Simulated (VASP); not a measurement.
# BiTe in VASP: a series of runs, part 2 of 2

VASP 6.6.1. Earlier steps stand in the parts before.

### 4 Single point, PBEsol (biaxial strain in the a-b plane: -1.5 %, then relaxed in part)

INCAR reads:

```
  PREC = Accurate
  ENCUT = 520
  EDIFF = 1E-6
  ISMEAR = 0
  SIGMA = 0.1
  LREAL = F
  LASPH = T
  NELM = 60
  ALGO = Normal
  ISIF = 2
  LWAVE = F
  LCHARG = T
  GGA = PS
  LELF = T
  LVHAR = T
  NBANDS = 29
```

KPOINTS reads:

```
Automatic mesh
0
Gamma
  12 12 8
```

POSCAR reads:

```
BiTe
1.0
    3.1491965245      3.1491965245      0.0000000000
   -3.1491965245      3.1491965245      0.0000000000
    0.0000000000      0.0000000000      6.4101367695
Bi Te
2 2
Direct
    0.0000000000      0.0000000000      0.0000000000
    0.5000000000      0.5000000000      0.5000000000
    0.5000000000      0.5000000000      0.0000000000
    0.0000000000      0.0000000000      0.5000000000
```

Potentials or basis: VASP PAW PBE potentials, release 64 (Bi_d, Te).

The run is started by

```
> cat potpaw_PBE.64/Bi_d/POTCAR potpaw_PBE.64/Te/POTCAR > POTCAR
> mpirun -np 1 vasp_std > vasp.out
```

OUTCAR:

```text
PREC = Accurate
   ENCUT = 520
   EDIFF = 1E-6
   ISMEAR = 0
   LREAL = F
   LASPH = T
   NELM = 60
   ISIF = 2
   GGA = PS

 ion  position               nearest neighbor table
   1  0.000  0.000  0.000-   3 3.15   3 3.15   3 3.15   3 3.15   4 3.21   4 3.21
   2  0.500  0.500  0.500-   4 3.15   4 3.15   4 3.15   4 3.15   3 3.21   3 3.21
   3  0.500  0.500  0.000-   1 3.15   1 3.15   1 3.15   1 3.15   2 3.21   2 3.21
   4  0.000  0.000  0.500-   2 3.15   2 3.15   2 3.15   2 3.15   1 3.21   1 3.21

  LATTYP: Found a simple tetragonal cell.
 ALAT       =     4.4536364355
 C/A-ratio  =     1.4393040075

  Lattice vectors:

 A1 = (   3.1491965245,   3.1491965245,   0.0000000000)
 A2 = (  -3.1491965245,   3.1491965245,   0.0000000000)
 A3 = (   0.0000000000,   0.0000000000,   6.4101367695)

Analysis of symmetry for initial positions (statically):
=====================================================================
 Subroutine PRICEL returns following result:

  LATTYP: Found a body centered tetragonal cell.
 ALAT       =     4.4536364355
 C/A-ratio  =     1.4393040075

  Lattice vectors:

 A1 = (   3.1491965245,   0.0000000000,  -3.2050683847)
 A2 = (  -3.1491965245,   0.0000000000,  -3.2050683848)
 A3 = (   0.0000000000,   3.1491965245,   3.2050683848)

   2 primitive cells build up your supercell.

 Routine SETGRP: Setting up the symmetry group for a
 simple tetragonal supercell.

 Subroutine GETGRP returns: Found 16 space group operations
 (whereof 16 operations were pure point group operations)
 out of a pool of 16 trial point group operations.

The static configuration has the point symmetry D_4h.

Analysis of symmetry for dynamics (positions and initial velocities):
=====================================================================
[... 136 lines left out ...]
   ISMEAR =     0;   SIGMA  =   0.10  broadening in eV -4-tet -1-fermi 0-gaus
   EFERMI_NEDOS =   21; number of points for ismear=-14 and -15
   IALGO  =     38    algorithm
   IMIX   =      4    mixing-type and parameters
     AMIX     =   0.40;   BMIX     =  1.00
     AMIX_MAG =   1.60;   BMIX_MAG =  1.00
  volume/ion in A,a.u.               =      31.79       214.50
  Fermi-wavevector in a.u.,A,eV,Ry     =   1.131685  2.138575 17.425138  1.280712
  Thomas-Fermi vector in A             =   2.268385
   LORBIT       =      0    0 simple, 1 ext, 2 COOP (PROOUT), +10 PAW based schemes
   GGA     = PS    functional components
   LHFCALC =     F    Hartree Fock is set to
   AEXX    =    0.0000 exact exchange contribution
   IVDW    =     0    specifies the selected vdW correction
   LEPSILON=     F    determine dielectric tensor
   LRPA    =     F    only Hartree local field effects (RPA)
 non-spin polarized calculation
 Gauss-broadening in eV      SIGMA  =   0.10
  energy-cutoff  :      520.00
  volume of cell :      127.14
 maximum number of plane-waves:      3452
 NGX is ok and might be reduce to    36
   NGX = 17   NGY = 17   NGZ = 23

 number of electron      41.9999998 magnetization

 Free energy of the ion-electron system (eV)
  ---------------------------------------------------
  ext. energy  EPLUGINS =         0.00000000
  ---------------------------------------------------
  free energy    TOTEN  =       -15.96149214 eV

  energy without entropy =      -15.95084450  energy(sigma->0) =      -15.95616832

 E-fermi :   7.2756     XC(G=0):  -9.8749

 val. band max:        7.2747794306   @ k =   0.4167   0.0833   0.2500
 cond. band min:       7.3118349696   @ k =   0.5000   0.0000   0.0000
 fundamental gap:      0.0370555390
 Fermi energy:         7.2756385057

 k-point     1 :       0.0000    0.0000    0.0000
  band No.  band energies     occupation
      1     -15.8283      2.00000
      2     -15.8162      2.00000
      3     -15.8118      2.00000
      4     -15.8105      2.00000
      5     -15.8087      2.00000
      6     -15.8071      2.00000
[... 757 lines left out ...]
     28      12.1811      0.00000
     29      14.9166      0.00000

 [... further k-points ...]

------------------------ aborting loop because EDIFF is reached ----------------------------------------

  FORCE on cell =-STRESS in cart. coord.  units (eV):
  Direction    XX          YY          ZZ          XY          YZ          ZX
  --------------------------------------------------------------------------------------
  -------------------------------------------------------------------------------------
  Total        1.8936453      1.8936453     -0.0762988      0.0000000     -0.0000000     -0.0000000
  in kB       23.8623052     23.8623052     -0.9614609      0.0000000     -0.0000000     -0.0000000
  external PRESSURE =      15.5877165 kB  Pullay stress =       0.0000000 kB

 VOLUME and BASIS-vectors are now :
 -----------------------------------------------------------------------------
  energy-cutoff  :      520.00
  volume of cell :      127.14
      direct lattice vectors                 reciprocal lattice vectors
     3.149196525  3.149196525  0.000000000     0.158770657  0.158770657  0.000000000
    -3.149196525  3.149196525  0.000000000    -0.158770657  0.158770657  0.000000000
     0.000000000  0.000000000  6.410136770     0.000000000  0.000000000  0.156002912

 POSITION                                       TOTAL-FORCE (eV/Angst)
 -----------------------------------------------------------------------------------
      0.00000      0.00000      0.00000         0.000000     -0.000000     -0.000000
      0.00000      3.14920      3.20507         0.000000     -0.000000      0.000000
      0.00000      3.14920      0.00000        -0.000000      0.000000     -0.000000
      0.00000      0.00000      3.20507        -0.000000      0.000000     -0.000000
 -----------------------------------------------------------------------------------
    total drift:                               -0.000000      0.000000      0.000000

  FREE ENERGIE OF THE ION-ELECTRON SYSTEM (eV)
  ---------------------------------------------------
  free  energy   TOTEN  =       -15.9614921410 eV

  energy  without entropy=      -15.9508445011  energy(sigma->0) =      -15.95616832
```

OSZICAR:

```text
N       E                     dE             d eps       ncg     rms          rms(c)
DAV:   1     0.393854344157E+03    0.39385E+03   -0.19907E+04  8120   0.148E+03
DAV:   2     0.238474120950E+02   -0.37001E+03   -0.36015E+03  8338   0.394E+02
DAV:   3    -0.143492578632E+02   -0.38197E+02   -0.37299E+02 10112   0.139E+02
DAV:   4    -0.159243226513E+02   -0.15751E+01   -0.15633E+01  9303   0.291E+01
DAV:   5    -0.160027216072E+02   -0.78399E-01   -0.78388E-01 11725   0.645E+00    0.103E+01
DAV:   6    -0.159619697273E+02    0.40752E-01   -0.11919E-01 10245   0.223E+00    0.660E+00
DAV:   7    -0.159639783884E+02   -0.20087E-02   -0.61555E-02 10193   0.131E+00    0.659E-01
DAV:   8    -0.159613119211E+02    0.26665E-02   -0.14463E-02  9698   0.790E-01    0.252E-01
DAV:   9    -0.159615009661E+02   -0.18905E-03   -0.16810E-03  9665   0.242E-01    0.182E-01
DAV:  10    -0.159614918029E+02    0.91632E-05   -0.44520E-05 10643   0.624E-02    0.948E-02
DAV:  11    -0.159614921410E+02   -0.33806E-06   -0.93640E-07  6449   0.715E-03
   1 F= -.15961492E+02 E0= -.15956168E+02  d E =-.106476E-01
```

Run time: 2.5 min. Hardware: 1 thread of Intel Xeon 6975P-C (Granite Rapids), shared host; peak memory 0.56 GiB.

Results:

```yaml
Free_energy: -15.9615 eV
Pressure: 1.6 GPa
Band_gap_on_the_k_mesh: zero (bands 21 and 22 overlap by 3.36 eV)
```

Stress tensor (GPa, compression positive):
```
 2.39  0.00  0.00
 0.00  2.39  0.00
 0.00  0.00 -0.10
```

Caveat: the cell differs from its parent crystal (biaxial strain in the a-b plane: -1.5 %, then relaxed in part); the PAW data sets were made with another functional, which shifts forces and pressure a little; spin-orbit coupling is left out, which moves the levels of the heavy elements.

### 5 Single point, PBEsol (biaxial strain in the a-b plane: -1.5 %)

INCAR reads:

```
SYSTEM = BiTe
PREC = Accurate
ENCUT = 520
EDIFF = 1E-7
ISMEAR = 0
SIGMA = 0.1
LREAL = .FALSE.
LASPH = .TRUE.
NELM = 60
ALGO = Normal
ISIF = 2
LWAVE = .FALSE.
LCHARG = .FALSE.
GGA = PS
NBANDS = 29
```

KPOINTS reads:

```
Automatic mesh
0
G
  12 12 8
  0 0 0
```

Changes to POSCAR since step 4:

```diff
@@ -4,3 +4,3 @@
    -3.1491965245      3.1491965245      0.0000000000
-    0.0000000000      0.0000000000      6.4101367695
+    0.0000000000      0.0000000000      6.4518564329
 Bi Te
```

The run is started by

```
> cat potpaw_PBE.64/Bi_d/POTCAR potpaw_PBE.64/Te/POTCAR > POTCAR
> mpirun -np 1 vasp_std > vasp.out
```

Run time: 3.4 min. Hardware: 1 thread of Intel Xeon 6975P-C (Granite Rapids), shared host; peak memory 0.56 GiB.

Results (log left out):

```
Free energy            : -15.9594 eV
Pressure               : 1.3 GPa
Band gap on the k mesh : zero (bands 21 and 22 overlap by 3.37 eV)
```

Stress tensor (GPa, compression positive):
```
 2.35  0.00  0.00
 0.00  2.35  0.00
 0.00  0.00 -0.85
```

Levels at points of the mesh, in eV from the Fermi level:
| k point | band 19 | band 20 | band 21 | band 22 | band 23 | band 24 |
| --- | --- | --- | --- | --- | --- | --- |
| (0.00, 0.00, 0.00) | -2.80 | -2.47 | 1.88 | 2.00 | 2.46 | 2.46 |
| (0.50, 0.00, 0.00) | -2.06 | -2.06 | -0.16 | -0.16 | 0.02 | 0.02 |
| (0.50, 0.50, 0.00) | -4.14 | -4.14 | 1.95 | 1.95 | 3.53 | 3.53 |
| (0.00, 0.00, 0.50) | -3.08 | -3.08 | 0.95 | 0.95 | 2.77 | 2.77 |
| (0.50, 0.00, 0.50) | -1.57 | -1.57 | -0.93 | -0.93 | -0.72 | -0.72 |
| (0.50, 0.50, 0.50) | -1.69 | -1.69 | -0.34 | -0.34 | 4.13 | 4.13 |

Caveat: the cell differs from its parent crystal (biaxial strain in the a-b plane: -1.5 %); the PAW data sets were made with another functional, which shifts forces and pressure a little; spin-orbit coupling is left out, which moves the levels of the heavy elements.

### 6 Single point, PBEsol (32.13 Å³/atom)

This run uses another cell than the first one, of 32.13 Å³/atom.

INCAR reads:

```
SYSTEM = BiTe
PREC     = Accurate       ! precision mode
ENCUT    = 520            ! plane-wave cutoff, eV
EDIFF    = 1E-6           ! SCF threshold, eV
ISMEAR   = -1             ! smearing method
SIGMA    = 0.15           ! smearing width, eV
LREAL    = .False.        ! projectors in reciprocal space
LASPH    = .True.         ! aspherical terms in the spheres
NELM     = 80             ! most SCF steps
ALGO     = Normal         ! electronic algorithm
ISIF     = 2              ! what is computed and relaxed
LWAVE    = .False.        ! write WAVECAR
LCHARG   = .False.        ! write CHGCAR
GGA      = PS             ! functional
NBANDS   = 18             ! bands
```

KPOINTS reads:

```
Automatic mesh
0
Gamma
  12 12 12
  0 0 0
```

POSCAR reads:

```
BiTe
1.0
    0.0000000000      3.1790967336      3.1790967336
    3.1790967336      0.0000000000      3.1790967336
    3.1790967336      3.1790967336      0.0000000000
Bi Te
1 1
Direct
    0.0000000000      0.0000000000      0.0000000000
    0.5000000000      0.5000000000      0.5000000000
```

Potentials or basis: VASP PAW PBE potentials, release 64 (Bi_d, Te).

The run is started by

```
> cat potpaw_PBE.64/Bi_d/POTCAR potpaw_PBE.64/Te/POTCAR > POTCAR
> mpirun -np 1 vasp_std > vasp.out
```

It took 59 s on 1 thread of AMD EPYC 7R13 (Zen 3), shared host; peak memory 0.22 GiB.

Results (log left out):

```yaml
Free_energy: -8.0336 eV
Pressure: 1.1 GPa
Band_gap_on_the_k_mesh: zero (an odd number of electrons rules out a gap without spin polarisation)
```

Levels at points of the mesh, in eV from the Fermi level:
```csv
k point,band 7,band 8,band 9,band 10,band 11,band 12,band 13,band 14
"(0.00, 0.00, 0.00)",-7.95,-2.68,-2.68,-2.68,2.25,2.25,2.25,4.55
"(0.50, 0.00, 0.00)",-11.46,-2.01,-2.01,-1.59,-0.89,-0.72,-0.72,7.35
"(0.50, 0.50, 0.00)",-9.98,-6.04,-4.27,-4.27,1.97,3.84,3.84,5.35
```

Caveat: the PAW data sets were made with another functional, which shifts forces and pressure a little; spin-orbit coupling is left out, which moves the levels of the heavy elements.

### 7 The runs side by side

```csv
cell,k mesh,smearing,gap on the mesh (eV),pressure (GPa)
"a = 4.526 Å, angles 60.0°, 2 atoms, atomic positions A",12 × 12 × 12,fermi-dirac 0.15 eV,none,0.0
"a = 4.386, b = 4.386, c = 6.509 Å, 4 atoms, atomic positions B",12 × 12 × 8,gaussian 0.1 eV,none,2.8
"a = 4.454, b = 4.454, c = 6.410 Å, 4 atoms, atomic positions B",12 × 12 × 8,gaussian 0.1 eV,none,1.6
"a = 4.454, b = 4.454, c = 6.452 Å, 4 atoms, atomic positions B",12 × 12 × 8,gaussian 0.1 eV,none,1.3
"a = 4.496 Å, angles 60.0°, 2 atoms, atomic positions A",12 × 12 × 12,fermi-dirac 0.15 eV,none,1.1
```

Alike in all rows: task single point; level PBEsol; potentials or basis VASP PAW PBE potentials, release 64 (Bi_d, Te); no spin polarisation; cutoff (eV) 520.

Caveats: the PAW data sets were made with another functional, which shifts forces and pressure a little; spin-orbit coupling is left out, which moves the levels of the heavy elements.

Absolute energies hang on the potentials; compare differences alone.
